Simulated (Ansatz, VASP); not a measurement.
# P: VASP beside Ansatz

File INCAR:

```
  ALGO = Normal
  DIPOL = 0.5 0.5 0.414
  EDIFF = 1E-6
  ENCUT = 520
  GGA = PE
  IDIPOL = 3
  ISIF = 2
  ISMEAR = 0
  IVDW = 12
  LASPH = T
  LCHARG = T
  LDIPOL = T
  LELF = T
  LREAL = F
  LVACPOTAV = T
  LVHAR = T
  LWAVE = F
  NBANDS = 30
  NELM = 60
  PREC = Accurate
  SIGMA = 0.05
```

Contents of KPOINTS:

```
k-points
0
Gamma
  8 6 1
```

The input POSCAR:

```
P
1.0
    3.2961869271      0.0000000000      0.0000000000
    0.0000000000      4.4391555608      0.0000000000
    0.0000000000      0.0000000000     21.7461973993
P
8
Direct
    0.5000000000      0.9174951521      0.2069327302
    0.0000000000      0.5825048479      0.2069327302
    0.5000000000      0.0825048479      0.3045635326
    0.0000000000      0.4174951521      0.3045635326
    0.8750000000      0.4575048479      0.5234523761
    0.3750000000      0.1225145437      0.5234523761
    0.8750000000     -0.3774854563      0.6210831784
    0.3750000000     -0.0424951521      0.6210831784
```

Input for Ansatz:

```yaml
crystal:
  lattice:
    - [3.2961869271, 0.0, 0.0]
    - [0.0, 4.4391555608, 0.0]
    - [0.0, 0.0, 21.7461973993]
  atoms:
    - { symbol: P, position: [0.5, 0.9174951521, 0.2069327302] }
    - { symbol: P, position: [0.0, 0.5825048479, 0.2069327302] }
    - { symbol: P, position: [0.5, 0.0825048479, 0.3045635326] }
    - { symbol: P, position: [0.0, 0.4174951521, 0.3045635326] }
    - { symbol: P, position: [0.875, 0.4575048479, 0.5234523761] }
    - { symbol: P, position: [0.375, 0.1225145437, 0.5234523761] }
    - { symbol: P, position: [0.875, -0.3774854563, 0.6210831784] }
    - { symbol: P, position: [0.375, -0.0424951521, 0.6210831784] }
basis:
  ecutwfc: 420
kpoints:
  mp_grid: { grid: [8, 6, 1] }
hamiltonian:
  xc: pbe
  dispersion: d3bj
scf:
  occupations: { method: gaussian, width: 0.05 }
output:
  forces: true
  eigenvalues: true
efield:
  axis: 3
  dipole_correction: true
  ramp_width: 0.04
```

Alike in both runs: task single point; functional PBE; dispersion D3(BJ); k mesh 8 × 6 × 1; occupations gaussian, width 0.05 eV; no spin polarisation.

|  | VASP | Ansatz |
| --- | --- | --- |
| version | VASP 6.6.1 | Ansatz 0.2.0 |
| potentials or method | VASP PAW PBE potentials, release 64 (P), cutoff 520 eV | scalar-relativistic, plane waves, PAW |
| valence electrons in the cell | 40 | 40 |

|  | VASP | Ansatz | Ansatz less VASP |
| --- | --- | --- | --- |
| gap on the k mesh at the Fermi level (eV) | 0.52 | 0.50 | -0.016 |
| least direct gap on the mesh (eV) | 0.52 | 0.50 | -0.016 |
| rms of the force components (eV/Å) | 0.027 | 0.017 | -0.0103 |

Atom by atom the forces differ by 0.030 eV/Å (rms over components).
